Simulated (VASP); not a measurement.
# Sc: relaxation of cell and atoms with PBEsol

The system is Sc.

```
Sc
1.0
     0.00000    2.28397    2.28397
     2.28397    0.00000    2.28397
     2.28397    2.28397    0.00000
Sc
1
Direct
  0.00000 0.00000 0.00000
```

This isn't the form of Sc at room conditions, which is hcp.

| Property | Result |
| --- | --- |
| Program | VASP 6.6.1 |
| Task | relaxation of cell and atoms |
| Functional | PBEsol |
| Potentials or basis | VASP PAW PBE potentials, release 64 (Sc_sv) |
| Cutoff | 600 eV |
| k mesh | 16 × 16 × 16 |
| Occupations | gaussian, width 0.1 eV |
| Spin | no spin polarisation |
| Dipole correction | no |
| Further INCAR settings | ALGO = Fast; EDIFF = 1e-06; IBRION = 2; EDIFFG = -0.01; NSW = 80; ISIF = 3 |

```json
{
 "Relaxed volume": "23.58 Å³/atom",
 "Relaxed cell": "a = 3.219 Å, b = 3.219 Å, c = 3.219 Å, α = 60.00°, β = 60.00°, γ = 60.00°",
 "Space group after relaxing (to 0.1 Å)": "Fm-3m (No. 225)",
 "Energy gained by relaxing": "0.4 meV/atom",
 "Ionic steps": "2",
 "Pressure after relaxing": "0.0 GPa",
 "Band gap on the k mesh": "zero (an odd number of electrons rules out a gap without spin polarisation)"
}
```

The path:
| step | energy change (eV) | largest force (eV/Å) | pressure (GPa) | volume (Å³) |
| --- | --- | --- | --- | --- |
| 1 | 0.0000 | 0.0000 | -0.49 | 23.83 |
| 2 | -0.0004 | 0.0000 | 0.03 | 23.58 |

Final structure:
```
Sc
1.0
     0.00000    2.27591    2.27591
     2.27591    0.00000    2.27591
     2.27591    2.27591    0.00000
Sc
1
Direct
  0.00000 0.00000 0.00000
```

Levels at points of the mesh, in eV from the Fermi level:
| k point | band 3 | band 4 | band 5 | band 6 | band 7 | band 8 |
| --- | --- | --- | --- | --- | --- | --- |
| (0.00, 0.00, 0.00) | -27.58 | -27.58 | -5.28 | 1.64 | 1.64 | 1.64 |
| (0.50, 0.00, 0.00) | -27.64 | -27.64 | -1.83 | 0.32 | 1.52 | 1.52 |
| (0.50, 0.50, 0.00) | -27.74 | -27.74 | -1.62 | -0.70 | 2.07 | 4.06 |

Wall time 110 s on 1 thread of Intel Xeon 8259CL (shared host), peak memory 0.19 GiB.

Caveat: the PAW data sets were made with another functional, which shifts forces and pressure a little.
